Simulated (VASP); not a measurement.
# SnSe2 (P-3m1) in VASP: single point with PBEsol

Aim: the single point of SnSe2 with PBEsol.

Everything below comes from runs of VASP 6.6.1. Logs are shortened: lines on timing, memory, paths and dates and some standing lists are left out, and cuts for length are marked.

## (1) The cell of the first run

The structure is trigonal, space group P-3m1 (No. 164). Conventional cell: a = 3.811 Å, b = 3.811 Å, c = 6.136 Å, α = 90.00°, β = 90.00°, γ = 120.00°. Within 3.5 Å of Sn (site symmetry -3m) lie 6 Se at 2.68 Å. Se (site symmetry 3m) has 3 Sn at 2.68 Å within 3.5 Å.

## (2) Single point, PBEsol

Input file INCAR:

```
SYSTEM = SnSe2
PREC     = Accurate       ! precision mode
ENCUT    = 520            ! plane-wave cutoff, eV
EDIFF    = 1E-6           ! SCF threshold, eV
ISMEAR   = 0              ! smearing method
SIGMA    = 0.01           ! smearing width, eV
LREAL    = .FALSE.        ! projectors in reciprocal space
LASPH    = .TRUE.         ! aspherical terms in the spheres
NELM     = 60             ! most SCF steps
ALGO     = Normal         ! electronic algorithm
ISIF     = 2              ! what is computed and relaxed
LWAVE    = .FALSE.        ! write WAVECAR
LCHARG   = .FALSE.        ! write CHGCAR
GGA      = PS             ! functional
NBANDS   = 20             ! bands
```

Input file KPOINTS:

```
regular mesh
0
G
  6 6 4
  0 0 0
```

Input file POSCAR:

```
SnSe2
1.0
    3.8110000000      0.0000000000      0.0000000000
   -1.9055000000      3.3004228100      0.0000000000
    0.0000000000      0.0000000000      6.1360000000
Sn Se
1 2
Direct
    0.0000000000      0.0000000000      0.0000000000
    0.3333333333      0.6666666667      0.2490000000
    0.6666666667      0.3333333333      0.7510000000
```

Potentials or basis: VASP PAW PBE potentials, release 64 (Sn_d, Se).

The run is started by

```console
$ cat potpaw_PBE.64/Sn_d/POTCAR potpaw_PBE.64/Se/POTCAR > POTCAR
$ mpirun -np 1 vasp_std > vasp.out
```

OUTCAR:

```text
SYSTEM = SnSe2
   PREC = Accurate
   ENCUT = 520
   EDIFF = 1E-6
   ISMEAR = 0
   LREAL = .FALSE.
   LASPH = .TRUE.
   NELM = 60
   ISIF = 2
   GGA = PS

 ion  position               nearest neighbor table
   1  0.000  0.000  0.000-   2 2.68   3 2.68   3 2.68   2 2.68   3 2.68   2 2.68
   2  0.333  0.667  0.249-   1 2.68   1 2.68   1 2.68
   3  0.667  0.333  0.751-   1 2.68   1 2.68   1 2.68

  LATTYP: Found a hexagonal cell.
 ALAT       =     3.8110000000
 C/A-ratio  =     1.6100760955

  Lattice vectors:

 A1 = (   3.8110000000,   0.0000000000,   0.0000000000)
 A2 = (  -1.9055000000,   3.3004228100,   0.0000000000)
 A3 = (   0.0000000000,   0.0000000000,   6.1360000000)

Analysis of symmetry for initial positions (statically):
=====================================================================
 Subroutine PRICEL returns:
 Original cell was already a primitive cell.

 Routine SETGRP: Setting up the symmetry group for a
 hexagonal supercell.

 Subroutine GETGRP returns: Found 12 space group operations
 (whereof 12 operations were pure point group operations)
 out of a pool of 24 trial point group operations.

The static configuration has the point symmetry D_3d.

Analysis of symmetry for dynamics (positions and initial velocities):
=====================================================================
 Subroutine PRICEL returns:
 Original cell was already a primitive cell.

 Routine SETGRP: Setting up the symmetry group for a
 hexagonal supercell.

 Subroutine GETGRP returns: Found 12 space group operations
 (whereof 12 operations were pure point group operations)
 out of a pool of 24 trial point group operations.

The dynamic configuration has the point symmetry D_3d.

 Subroutine INISYM returns: Found 12 space group operations
 (whereof 12 operations are pure point group operations),
 and found     1 'primitive' translations

----------------------------------------------------------------------------------------

                                     Primitive cell

  volume of cell :      77.1781

  direct lattice vectors                    reciprocal lattice vectors
     3.811000000  0.000000000  0.000000000     0.262398321  0.151495741  0.000000000
    -1.905500000  3.300422810  0.000000000     0.000000000  0.302991482  0.000000000
     0.000000000  0.000000000  6.136000000     0.000000000  0.000000000  0.162972621

  length of vectors
     3.811000000  3.810999997  6.136000000     0.302991482  0.302991482  0.162972621

  position of ions in fractional coordinates (direct lattice)
     0.000000000  0.000000000  0.000000000
     0.333333333  0.666666667  0.249000000
     0.666666667  0.333333333  0.751000000

  ion indices of the primitive-cell ions
   primitive index   ion index
                 1           1
                 2           2
                 3           3

----------------------------------------------------------------------------------------

 KPOINTS: regular mesh

Automatic generation of k-mesh.
 Grid dimensions read from file:
 generate k-points for:    6    6    4

 Generating k-lattice:

  Cartesian coordinates                     Fractional coordinates (reciprocal lattice)
     0.043733053  0.025249290  0.000000000     0.166666667  0.000000000  0.000000000
     0.000000000  0.050498580  0.000000000     0.000000000  0.166666667  0.000000000
     0.000000000  0.000000000  0.040743155     0.000000000  0.000000000  0.250000000

  Length of vectors
     0.050498580  0.050498580  0.040743155

  Shift w.r.t. Gamma in fractional coordinates (k-lattice)
     0.000000000  0.000000000  0.000000000

 Subroutine IBZKPT returns following result:
 ===========================================

 Found     24 irreducible k-points:

 Following reciprocal coordinates:
            Coordinates               Weight
  0.000000  0.000000  0.000000      1.000000
  0.166667 -0.000000  0.000000      6.000000
  0.333333 -0.000000  0.000000      6.000000
  0.500000 -0.000000  0.000000      3.000000
  0.166667  0.166667  0.000000      6.000000
  0.333333  0.166667  0.000000     12.000000
[... 16 lines left out ...]
  0.333333  0.166667  0.500000     12.000000
  0.333333  0.333333  0.500000      2.000000
   k-points           NKPTS =     24   k-points in BZ     NKDIM =     24   number of bands    NBANDS=     20
   number of dos      NEDOS =    301   number of ions     NIONS =      3
   total plane-waves  NPLWV =  37632
   dimension x,y,z NGX =    28 NGY =   28 NGZ =   48
   dimension x,y,z NGXF=    56 NGYF=   56 NGZF=   96
   ions per type =               1   2
   NGX,Y,Z   is equivalent  to a cutoff of  12.21, 12.21, 13.00 a.u.
   NGXF,Y,Z  is equivalent  to a cutoff of  24.43, 24.43, 26.01 a.u.
 SYSTEM =  SnSe2
   PREC   = accura    normal or accurate (medium, high low for compatibility)
   ISTART =      0    job   : 0-new  1-cont  2-samecut
   ICHARG =      2    charge: 1-file 2-atom 10-const
   ISPIN  =      1    spin polarized calculation?
   LNONCOLLINEAR =      F non collinear calculations
   LSORBIT =      F    spin-orbit coupling
   LASPH  =      T    aspherical Exc in radial PAW
   ENCUT  =  520.0 eV  38.22 Ry    6.18 a.u.   7.09  7.09 11.41*2*pi/ulx,y,z
   NELM   =     60;   NELMIN=  2; NELMDL= -5     # of ELM steps
   EDIFF  = 0.1E-05   stopping-criterion for ELM
   LREAL  =      F    real-space projection
   EDIFFG = 0.1E-04   stopping-criterion for IOM
   NSW    =      0    number of steps for IOM
   IBRION =     -1    ionic relax: 0-MD 1-quasi-New 2-CG
   NFREE  =      0    steps in history (QN), initial steepest desc. (CG)
   ISIF   =      2    stress and relaxation
   ISYM   =      2    0-nonsym 1-usesym 2-fastsym
   POTIM  = 0.5000    time-step for ionic-motion
   TEBEG  =    0.0;   TEEND  =   0.0 temperature during run
   PSTRESS=    0.0 pullay stress
   NELECT =      26.0000    total number of electrons
   NUPDOWN=      -1.0000    fix difference up-down
   EMIN   =  10.00;   EMAX   =-10.00  energy-range for DOS
   EFERMI =   0.00;   METHOD = LEGACY
   ISMEAR =     0;   SIGMA  =   0.01  broadening in eV -4-tet -1-fermi 0-gaus
   EFERMI_NEDOS =   21; number of points for ismear=-14 and -15
   IALGO  =     38    algorithm
   IMIX   =      4    mixing-type and parameters
     AMIX     =   0.40;   BMIX     =  1.00
     AMIX_MAG =   1.60;   BMIX_MAG =  1.00
  volume/ion in A,a.u.               =      25.73       173.61
  Fermi-wavevector in a.u.,A,eV,Ry     =   1.139116  2.152617 17.654722  1.297585
  Thomas-Fermi vector in A             =   2.275820
   LORBIT       =      0    0 simple, 1 ext, 2 COOP (PROOUT), +10 PAW based schemes
   GGA     = PS    functional components
   LHFCALC =     F    Hartree Fock is set to
   AEXX    =    0.0000 exact exchange contribution
   IVDW    =     0    specifies the selected vdW correction
   LEPSILON=     F    determine dielectric tensor
   LRPA    =     F    only Hartree local field effects (RPA)
 non-spin polarized calculation
 Gauss-broadening in eV      SIGMA  =   0.01
  energy-cutoff  :      520.00
  volume of cell :       77.18
 maximum number of plane-waves:      2109
   NGX = 15   NGY = 15   NGZ = 23

 number of electron      26.0000006 magnetization

 Free energy of the ion-electron system (eV)
  ---------------------------------------------------
  ext. energy  EPLUGINS =         0.00000000
  ---------------------------------------------------
  free energy    TOTEN  =       -12.93313823 eV

  energy without entropy =      -12.93313823  energy(sigma->0) =      -12.93313823

 E-fermi :   4.1896     XC(G=0):  -9.6371

 val. band max:        4.0604828825   @ k =   0.0000   0.0000   0.0000
 cond. band min:       4.8001753604   @ k =   0.5000  -0.0000   0.2500
 fundamental gap:      0.7396924779
 Fermi energy:         4.1896039240

 k-point     1 :       0.0000    0.0000    0.0000
  band No.  band energies     occupation
      1     -17.1106      2.00000
      2     -17.1106      2.00000
      3     -17.0724      2.00000
      4     -17.0559      2.00000
      5     -17.0559      2.00000
      6      -9.9722      2.00000
[... 12 lines left out ...]
     19      12.9475      0.00000
     20      12.9475      0.00000

 k-point     2 :       0.1667   -0.0000    0.0000
  band No.  band energies     occupation
      1     -17.1251      2.00000
      2     -17.1021      2.00000
      3     -17.0663      2.00000
      4     -17.0595      2.00000
      5     -17.0530      2.00000
      6      -9.6947      2.00000
[... 12 lines left out ...]
     19      12.2239      0.00000
     20      13.2076      0.00000

 k-point     3 :       0.3333   -0.0000    0.0000
  band No.  band energies     occupation
      1     -17.1572      2.00000
      2     -17.0927      2.00000
      3     -17.0745      2.00000
      4     -17.0430      2.00000
      5     -17.0396      2.00000
      6      -8.9491      2.00000
[... 12 lines left out ...]
     19      12.8743      0.00000
     20      13.7310      0.00000

 k-point     4 :       0.5000   -0.0000    0.0000
  band No.  band energies     occupation
      1     -17.1737      2.00000
      2     -17.0913      2.00000
      3     -17.0794      2.00000
      4     -17.0335      2.00000
      5     -17.0294      2.00000
      6      -8.2926      2.00000
[... 12 lines left out ...]
     19      13.9240      0.00000
     20      14.6084      0.00000

 k-point     5 :       0.1667    0.1667    0.0000
  band No.  band energies     occupation
      1     -17.1420      2.00000
      2     -17.1008      2.00000
      3     -17.0658      2.00000
      4     -17.0580      2.00000
      5     -17.0403      2.00000
      6      -9.1769      2.00000
[... 12 lines left out ...]
     19      10.9532      0.00000
     20      14.1266      0.00000
[... 353 lines left out ...]
      6      -8.1965      2.00000
[... 12 lines left out ...]
     19      13.7730      0.00000
     20      14.6626      0.00000

 k-point    22 :       0.1667    0.1667    0.5000
  band No.  band energies     occupation
      1     -17.1422      2.00000
      2     -17.1008      2.00000
      3     -17.0659      2.00000
      4     -17.0579      2.00000
      5     -17.0402      2.00000
      6      -9.0220      2.00000
[... 12 lines left out ...]
     19      12.0189      0.00000
     20      13.1286      0.00000

 k-point    23 :       0.3333    0.1667    0.5000
  band No.  band energies     occupation
      1     -17.1582      2.00000
      2     -17.1043      2.00000
      3     -17.0700      2.00000
      4     -17.0436      2.00000
      5     -17.0320      2.00000
      6      -8.2646      2.00000
[... 12 lines left out ...]
     19      12.3680      0.00000
     20      13.6274      0.00000

 k-point    24 :       0.3333    0.3333    0.5000
  band No.  band energies     occupation
      1     -17.1336      2.00000
      2     -17.1336      2.00000
      3     -17.0519      2.00000
      4     -17.0519      2.00000
      5     -17.0379      2.00000
      6      -7.8040      2.00000
[... 12 lines left out ...]
     19      12.9845      0.00000
     20      13.0267      0.00000

------------------------ aborting loop because EDIFF is reached ----------------------------------------

  FORCE on cell =-STRESS in cart. coord.  units (eV):
  Direction    XX          YY          ZZ          XY          YZ          ZX
  --------------------------------------------------------------------------------------
  -------------------------------------------------------------------------------------
  Total        1.0135649      1.0135649      1.8345203     -0.0000000      0.0000000      0.0000000
  in kB       21.0410921     21.0410921     38.0837082     -0.0000000      0.0000000      0.0000000
  external PRESSURE =      26.7219642 kB  Pullay stress =       0.0000000 kB

 VOLUME and BASIS-vectors are now :
 -----------------------------------------------------------------------------
  energy-cutoff  :      520.00
  volume of cell :       77.18
      direct lattice vectors                 reciprocal lattice vectors
     3.811000000  0.000000000  0.000000000     0.262398321  0.151495741  0.000000000
    -1.905500000  3.300422810  0.000000000     0.000000000  0.302991482  0.000000000
     0.000000000  0.000000000  6.136000000     0.000000000  0.000000000  0.162972621

 POSITION                                       TOTAL-FORCE (eV/Angst)
 -----------------------------------------------------------------------------------
      0.00000      0.00000      0.00000         0.000000      0.000000      0.000000
     -0.00000      2.20028      1.52786         0.000000     -0.000000      0.613600
      1.90550      1.10014      4.60814        -0.000000      0.000000     -0.613600
 -----------------------------------------------------------------------------------
    total drift:                                0.000000      0.000000     -0.000000

  FREE ENERGIE OF THE ION-ELECTRON SYSTEM (eV)
  ---------------------------------------------------
  free  energy   TOTEN  =       -12.9331382338 eV

  energy  without entropy=      -12.9331382338  energy(sigma->0) =      -12.93313823
```

Run time: 24 s. Hardware: 1 thread of Intel Xeon 6975P-C, shared host; peak memory 0.2 GiB.

Results:

```yaml
Free_energy: -12.9331 eV
Pressure: 2.7 GPa
Largest_force: 0.614 eV/Å
Band_gap_on_the_k_mesh: 0.74 eV, indirect (least direct gap 1.00 eV)
```

Forces on the atoms (eV/Å):
```
Sn   0.000  0.000  0.000
Se   0.000  0.000  0.614
Se   0.000  0.000 -0.614
```

Caveat: the PAW data sets were made with another functional, which shifts forces and pressure a little; spin-orbit coupling is left out, which moves the levels of the heavy elements; this functional lacks dispersion, which binds the layers, so the pressure and a relaxed spacing across them are unreliable. A k mesh can miss the band edges.
